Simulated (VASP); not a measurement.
# NiO (Fm-3m) in VASP: notebook

Aim: see how the results for NiO move with the level of theory and the settings. Levels: PBEsol+U, PBE, PBEsol. Tasks: single point, density of states.

All numbers are computed with VASP 6.6.1; they aren't measurements. Logs are shortened: lines on timing, memory, paths and dates and some standing lists are left out, and cuts for length are marked.

## 1. The cell of the first run

It takes space group Fm-3m (No. 225, cubic). Conventional cell: a = 4.172 Å, b = 4.172 Å, c = 4.172 Å, α = 90.00°, β = 90.00°, γ = 90.00°. Ni (site symmetry m-3m) has 6 O at 2.09 Å within 2.8 Å. Within 2.8 Å of O (site symmetry m-3m) lie 6 Ni at 2.09 Å.

## 2. Single point, PBEsol+U, collinear spin, ferromagnetic start

Input file INCAR:

```
  PREC = Accurate
  ENCUT = 520
  EDIFF = 1E-6
  ISMEAR = -1
  SIGMA = 0.05
  LREAL = F
  LASPH = T
  NELM = 150
  ALGO = Normal
  ISIF = 2
  LWAVE = F
  LCHARG = T
  ISPIN = 2
  MAGMOM = 1 0
  LORBIT = 11
  LMAXMIX = 4
  LDAU = T
  LDAUTYPE = 2
  LDAUL = 2 -1
  LDAUU = 8 0
  LDAUJ = 0 0
  LDAUPRINT = 1
  GGA = PS
  LELF = T
  LVHAR = T
  NBANDS = 19
```

Input file KPOINTS:

```
Automatic mesh
0
Gamma
  11 11 11
```

Input file POSCAR:

```
NiO
1.0
    0.0000000000      2.0859016414      2.0859016414
    2.0859016414      0.0000000000      2.0859016414
    2.0859016414      2.0859016414      0.0000000000
Ni O
1 1
Direct
    0.0000000000      0.0000000000      0.0000000000
    0.5000000000      0.5000000000      0.5000000000
```

Potentials or basis: VASP PAW PBE potentials, release 64 (Ni, O).

On the command line:

```console
cat potpaw_PBE.64/Ni/POTCAR potpaw_PBE.64/O/POTCAR > POTCAR
mpirun -np 1 vasp_std > vasp.out
```

OUTCAR:

```text
PREC = Accurate
   ENCUT = 520
   EDIFF = 1E-6
   ISMEAR = -1
   LREAL = F
   LASPH = T
   NELM = 150
   ISIF = 2
   ISPIN = 2
   LORBIT = 11
   GGA = PS

 ion  position               nearest neighbor table
   1  0.000  0.000  0.000-   2 2.09   2 2.09   2 2.09   2 2.09   2 2.09   2 2.09
   2  0.500  0.500  0.500-   1 2.09   1 2.09   1 2.09   1 2.09   1 2.09   1 2.09

  LATTYP: Found a face centered cubic cell.
 ALAT       =     4.1718032828

  Lattice vectors:

 A1 = (   0.0000000000,   2.0859016414,   2.0859016414)
 A2 = (   2.0859016414,   0.0000000000,   2.0859016414)
 A3 = (   2.0859016414,   2.0859016414,   0.0000000000)

Analysis of symmetry for initial positions (statically):
=====================================================================
 Subroutine PRICEL returns:
 Original cell was already a primitive cell.

 Routine SETGRP: Setting up the symmetry group for a
 face centered cubic supercell.

 Subroutine GETGRP returns: Found 48 space group operations
 (whereof 48 operations were pure point group operations)
 out of a pool of 48 trial point group operations.

The static configuration has the point symmetry O_h .

Analysis of symmetry for dynamics (positions and initial velocities):
=====================================================================
 Subroutine PRICEL returns:
 Original cell was already a primitive cell.

 Routine SETGRP: Setting up the symmetry group for a
 face centered cubic supercell.

 Subroutine GETGRP returns: Found 48 space group operations
 (whereof 48 operations were pure point group operations)
 out of a pool of 48 trial point group operations.

The dynamic configuration has the point symmetry O_h .

Analysis of structural, dynamic, and magnetic symmetry:
=====================================================================
 Subroutine PRICEL returns:
 Original cell was already a primitive cell.

 Routine SETGRP: Setting up the symmetry group for a
 face centered cubic supercell.

 Subroutine GETGRP returns: Found 48 space group operations
 (whereof 48 operations were pure point group operations)
 out of a pool of 48 trial point group operations.

The overall configuration has the point symmetry O_h .

 Subroutine INISYM returns: Found 48 space group operations
 (whereof 48 operations are pure point group operations),
 and found     1 'primitive' translations

----------------------------------------------------------------------------------------

                                     Primitive cell

  volume of cell :      18.1515

  direct lattice vectors                    reciprocal lattice vectors
     0.000000000  2.085901641  2.085901641    -0.239704495  0.239704495  0.239704495
     2.085901641  0.000000000  2.085901641     0.239704495 -0.239704495  0.239704495
     2.085901641  2.085901641  0.000000000     0.239704495  0.239704495 -0.239704495

  length of vectors
     2.949910391  2.949910391  2.949910391     0.415180364  0.415180364  0.415180364

  position of ions in fractional coordinates (direct lattice)
     0.000000000  0.000000000  0.000000000
     0.500000000  0.500000000  0.500000000

  ion indices of the primitive-cell ions
   primitive index   ion index
                 1           1
                 2           2

[... 62 lines left out ...]
   PREC   = accura    normal or accurate (medium, high low for compatibility)
   ISTART =      0    job   : 0-new  1-cont  2-samecut
   ICHARG =      2    charge: 1-file 2-atom 10-const
   ISPIN  =      2    spin polarized calculation?
   LNONCOLLINEAR =      F non collinear calculations
   LSORBIT =      F    spin-orbit coupling
   LASPH  =      T    aspherical Exc in radial PAW
   ENCUT  =  520.0 eV  38.22 Ry    6.18 a.u.   5.48  5.48  5.48*2*pi/ulx,y,z
   NELM   =    150;   NELMIN=  2; NELMDL= -5     # of ELM steps
   EDIFF  = 0.1E-05   stopping-criterion for ELM
   LREAL  =      F    real-space projection
   EDIFFG = 0.1E-04   stopping-criterion for IOM
   NSW    =      0    number of steps for IOM
   IBRION =     -1    ionic relax: 0-MD 1-quasi-New 2-CG
   NFREE  =      0    steps in history (QN), initial steepest desc. (CG)
   ISIF   =      2    stress and relaxation
   ISYM   =      2    0-nonsym 1-usesym 2-fastsym
   POTIM  = 0.5000    time-step for ionic-motion
   TEBEG  =    0.0;   TEEND  =   0.0 temperature during run
   PSTRESS=    0.0 pullay stress
   NELECT =      16.0000    total number of electrons
   NUPDOWN=      -1.0000    fix difference up-down
   EMIN   =  10.00;   EMAX   =-10.00  energy-range for DOS
   EFERMI =   0.00;   METHOD = LEGACY
   ISMEAR =    -1;   SIGMA  =   0.05  broadening in eV -4-tet -1-fermi 0-gaus
   EFERMI_NEDOS =   21; number of points for ismear=-14 and -15
   IALGO  =     38    algorithm
   IMIX   =      4    mixing-type and parameters
     AMIX     =   0.40;   BMIX     =  1.00
     AMIX_MAG =   1.60;   BMIX_MAG =  1.00
  volume/ion in A,a.u.               =       9.08        61.25
  Fermi-wavevector in a.u.,A,eV,Ry     =   1.569680  2.966264 33.523312  2.463894
  Thomas-Fermi vector in A             =   2.671526
   LORBIT       =     11    0 simple, 1 ext, 2 COOP (PROOUT), +10 PAW based schemes
 LDA+U is selected, type is set to LDAUTYPE =  2
   angular momentum for each species LDAUL =     2   -1
   U (eV)           for each species LDAUU =   8.0  0.0
   J (eV)           for each species LDAUJ =   0.0  0.0
   GGA     = PS    functional components
   LHFCALC =     F    Hartree Fock is set to
   AEXX    =    0.0000 exact exchange contribution
   IVDW    =     0    specifies the selected vdW correction
   LEPSILON=     F    determine dielectric tensor
   LRPA    =     F    only Hartree local field effects (RPA)
 spin polarized calculation
  energy-cutoff  :      520.00
  volume of cell :       18.15
 maximum number of plane-waves:       531
 NGX is ok and might be reduce to    24
   NGX = 11   NGY = 11   NGZ = 11

atom =   1  type =  1  l = 2

 onsite density matrix

spin component  1

  0.9893 -0.0000 -0.0000  0.0000 -0.0000
 -0.0000  0.9893 -0.0000  0.0000  0.0000
 -0.0000 -0.0000  1.0517  0.0000 -0.0000
  0.0000  0.0000  0.0000  0.9893 -0.0000
 -0.0000  0.0000 -0.0000 -0.0000  1.0517

spin component  2

  0.9885 -0.0000 -0.0000  0.0000 -0.0000
 -0.0000  0.9885 -0.0000  0.0000 -0.0000
 -0.0000 -0.0000  0.1255 -0.0000 -0.0000
  0.0000  0.0000 -0.0000  0.9885  0.0000
 -0.0000 -0.0000 -0.0000  0.0000  0.1255

 occupancies and eigenvectors

  o =  0.1255  v =  0.0000  0.0000  0.0000  0.0000  0.0000  0.0000 -0.0000  0.0020 -0.0000 -1.0000      0.0000  0.0000  0.0000  0.0000  0.0000  0.0000  0.0000  0.0000  0.0000  0.0000
  o =  0.1255  v =  0.0000  0.0000  0.0000  0.0000  0.0000  0.0000 -0.0000  1.0000 -0.0000  0.0020      0.0000  0.0000  0.0000  0.0000  0.0000  0.0000  0.0000  0.0000  0.0000  0.0000
  o =  0.9885  v =  0.0000  0.0000  0.0000  0.0000  0.0000  1.0000  0.0000  0.0000  0.0000  0.0000      0.0000  0.0000  0.0000  0.0000  0.0000  0.0000  0.0000  0.0000  0.0000  0.0000
  o =  0.9885  v =  0.0000  0.0000  0.0000  0.0000  0.0000  0.0000  0.9750 -0.0000 -0.2224 -0.0000      0.0000  0.0000  0.0000  0.0000  0.0000  0.0000  0.0000  0.0000  0.0000  0.0000
  o =  0.9885  v =  0.0000  0.0000  0.0000  0.0000  0.0000  0.0000  0.2224  0.0000  0.9750 -0.0000      0.0000  0.0000  0.0000  0.0000  0.0000  0.0000  0.0000  0.0000  0.0000  0.0000
  o =  0.9893  v =  1.0000  0.0000  0.0000  0.0000  0.0000  0.0000  0.0000  0.0000  0.0000  0.0000      0.0000  0.0000  0.0000  0.0000  0.0000  0.0000  0.0000  0.0000  0.0000  0.0000
  o =  0.9893  v =  0.0000 -0.7019  0.0000  0.7123 -0.0000  0.0000  0.0000  0.0000  0.0000  0.0000      0.0000  0.0000  0.0000  0.0000  0.0000  0.0000  0.0000  0.0000  0.0000  0.0000
  o =  0.9893  v =  0.0000  0.7123 -0.0000  0.7019  0.0000  0.0000  0.0000  0.0000  0.0000  0.0000      0.0000  0.0000  0.0000  0.0000  0.0000  0.0000  0.0000  0.0000  0.0000  0.0000
  o =  1.0517  v =  0.0000 -0.0000 -0.0106  0.0000  0.9999  0.0000  0.0000  0.0000  0.0000  0.0000      0.0000  0.0000  0.0000  0.0000  0.0000  0.0000  0.0000  0.0000  0.0000  0.0000
  o =  1.0517  v =  0.0000 -0.0000 -0.9999 -0.0000 -0.0106  0.0000  0.0000  0.0000  0.0000  0.0000      0.0000  0.0000  0.0000  0.0000  0.0000  0.0000  0.0000  0.0000  0.0000  0.0000

 number of electron      16.0000001 magnetization       1.9998979

 Free energy of the ion-electron system (eV)
  ---------------------------------------------------
  ext. energy  EPLUGINS =         0.00000000
  ---------------------------------------------------
  free energy    TOTEN  =       -10.77934268 eV

  energy without entropy =      -10.77934268  energy(sigma->0) =      -10.77934268

 E-fermi :   7.5508     XC(G=0): -12.9265

 val. band max:        6.3890326382   @ k =   0.4545   0.0000   0.0000
 cond. band min:       9.3886822738   @ k =   0.0000   0.0000   0.0000
 fundamental gap:      2.9996496356
 Fermi energy:         7.5507764694

 spin component 1

 k-point     1 :       0.0000    0.0000    0.0000
  band No.  band energies     occupation
      1     -12.1227      1.00000
      2      -0.5749      1.00000
      3      -0.5749      1.00000
      4       0.6952      1.00000
      5       0.6952      1.00000
      6       0.6952      1.00000
[... 1049 lines left out ...]
     18      37.8217      0.00000
     19      39.8782      0.00000

 [... further k-points ...]
[... 5 lines left out ...]
  --------------------------------------------------------------------------------------
  -------------------------------------------------------------------------------------
  Total       -1.0794741     -1.0794741     -1.0794741      0.0000000      0.0000000     -0.0000000
  in kB      -95.2821074    -95.2821074    -95.2821074      0.0000000      0.0000000     -0.0000000
  external PRESSURE =     -95.2821074 kB  Pullay stress =       0.0000000 kB

 VOLUME and BASIS-vectors are now :
 -----------------------------------------------------------------------------
  energy-cutoff  :      520.00
  volume of cell :       18.15
      direct lattice vectors                 reciprocal lattice vectors
     0.000000000  2.085901641  2.085901641    -0.239704495  0.239704495  0.239704495
     2.085901641  0.000000000  2.085901641     0.239704495 -0.239704495  0.239704495
     2.085901641  2.085901641  0.000000000     0.239704495  0.239704495 -0.239704495

 POSITION                                       TOTAL-FORCE (eV/Angst)
 -----------------------------------------------------------------------------------
      0.00000      0.00000      0.00000        -0.000000      0.000000     -0.000000
      2.08590      2.08590      2.08590         0.000000      0.000000      0.000000
 -----------------------------------------------------------------------------------
    total drift:                                0.000000     -0.000000     -0.000000

  FREE ENERGIE OF THE ION-ELECTRON SYSTEM (eV)
  ---------------------------------------------------
  free  energy   TOTEN  =       -10.7793426849 eV

  energy  without entropy=      -10.7793426849  energy(sigma->0) =      -10.77934268

 total charge

# of ion       s       p       d       tot
------------------------------------------
    1        0.351   0.438   8.257   9.045
    2        1.540   3.468   0.000   5.008
--------------------------------------------------
tot          1.891   3.906   8.257  14.053

 magnetization (x)

# of ion       s       p       d       tot
------------------------------------------
    1        0.011   0.013   1.850   1.875
    2        0.014   0.122   0.000   0.136
--------------------------------------------------
tot          0.025   0.135   1.850   2.011
```

It took 30 s on 1 thread of AMD EPYC 9R45 (Zen 5), shared host; peak memory 0.14 GiB.

Results:

```
Free energy                                           : -10.7793 eV
Pressure                                              : -9.5 GPa
Band gap on the k mesh                                : 3.00 eV, indirect (least direct gap 3.78 eV)
Net moment                                            : 2.00 μB per cell
Site moments                                          : Ni +1.88; O +0.14 μB
Valence electrons inside the program's atomic spheres : Ni 9.04; O 5.01
```

Levels at points of the mesh, in eV from the valence-band top:
Spin up:
| k point | band 5 | band 6 | band 7 | band 8 | band 9 | band 10 | band 11 | band 12 | band 13 | band 14 |
| --- | --- | --- | --- | --- | --- | --- | --- | --- | --- | --- |
| (0.00, 0.00, 0.00) | -5.69 | -5.69 | -1.08 | -1.08 | -1.08 | 3.00 | 17.28 | 17.28 | 17.28 | 19.10 |
Spin down:
```
           k point  band 5  band 6  band 7  band 8  band 9  band 10
(0.00, 0.00, 0.00)   -0.78   -0.78   -0.78    3.29    3.29     3.34
```

Eigenvalues of the final occupation matrices:
```tsv
site	spin	trace	eigenvalues
site 1 d	1	5.07	0.99 0.99 0.99 1.05 1.05
site 1 d	2	3.22	0.13 0.13 0.99 0.99 0.99
```

Caveat: the PAW data sets were made with another functional, which shifts forces and pressure a little; a cell with one magnetic atom can't hold antiferromagnetic order, which such compounds often take.

[end of part 1 of 2]
